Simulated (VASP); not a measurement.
Wanted: the native input for a VASP 6.6.1 run.

| Property | Result |
| --- | --- |
| Task | single point |
| Functional | PBE |
| Potentials or basis | VASP PAW PBE potentials, release 64 (Bi_d) |
| Cutoff | 520 eV |
| k mesh | 14 × 14 × 14 |
| Occupations | fermi-dirac, width 0.1 eV |
| Spin | no spin polarisation |
| Dipole correction | no |
| Further INCAR settings | ALGO = Normal; EDIFF = 1e-07; NBANDS = 22 |

The structure of Bi lies in POSCAR:

```
Bi
1.0
    2.2924582305      1.3235513765      4.0467531177
   -2.2924582305      1.3235513765      4.0467531177
    0.0000000000     -2.6471027530      4.0467531177
Bi
2
Direct
    0.2337113826      0.2337113826      0.2337113826
    0.7662886174      0.7662886174      0.7662886174
```

One way to write it, as run:

INCAR

```
SYSTEM = Bi
  PREC = Accurate
  ENCUT = 520
  EDIFF = 1E-7
  ISMEAR = -1
  SIGMA = 0.1
  LREAL = .FALSE.
  LASPH = .TRUE.
  NELM = 100
  ALGO = Normal
  ISIF = 2
  LWAVE = .FALSE.
  LCHARG = .FALSE.
  GGA = PE
  NBANDS = 22
```

KPOINTS

```
regular mesh
0
G
  14 14 14
  0 0 0
```

Potentials or basis: VASP PAW PBE potentials, release 64 (Bi_d).

Launch:

```bash
$ cat potpaw_PBE.64/Bi_d/POTCAR > POTCAR
$ mpirun -np 1 vasp_std > vasp.out
```

Results of the run:

```
Pressure               : 0.0 GPa
Largest force          : 0.014 eV/Å
Band gap on the k mesh : zero (band 15 reaches 5.84 eV, above the bottom of band 16 at 5.61 eV)
```

Caveat: spin-orbit coupling is left out, which moves the levels of the heavy elements.

Run time: 7.7 min on 1 thread of Intel(R) Xeon(R) Platinum 8375C CPU @ 2.90GHz (Ice Lake), with other jobs on the host, peak memory 0.47 GiB.
